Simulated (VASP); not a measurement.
Runs of VASP 6.6.1 on MgS. The structure is that of space group F-43m (No. 216), or close to it. The cells are those of the table. 

| task | level | cell | grid for exact exchange (PRECFOCK) | share of exact exchange | screening parameter | gap on the mesh (eV) | pressure (GPa) |
| --- | --- | --- | --- | --- | --- | --- | --- |
| dielectric tensor | r2SCAN | a = 3.883 Å, angles 60.0°, 2 atoms | - | - | - | (a) | - |
| single point | HSE06 | a = 4.164 Å, angles 60.0°, 2 atoms | Normal | 0.25 | 0.2079 1/Å | 3.91 | -5.7 |
| single point | HSE06 | a = 4.084 Å, angles 60.0°, 2 atoms | Normal | 0.25 | 0.2079 1/Å | 4.20 | -3.3 |
| dielectric tensor | r2SCAN | a = 4.043 Å, angles 60.0°, 2 atoms | - | - | - | 3.97 | - |
| dielectric tensor | r2SCAN | a = 4.084 Å, angles 60.0°, 2 atoms | - | - | - | (b) | - |

Alike in all rows: potentials or basis VASP PAW PBE potentials, release 64 (Mg, S); no spin polarisation; k mesh 6 × 6 × 6; cutoff (eV) 520; smearing gaussian 0.01 eV.

Problem. Estimate the missing entries.

Solution. (a) 4.24; (b) 3.82.

Caveats: the structure was generated, so it needn't be the stable form of MgS; the PAW data sets were made with another functional, which shifts forces and pressure a little; the cell stands under tension (at least some runs).

A k mesh can miss the band edges.
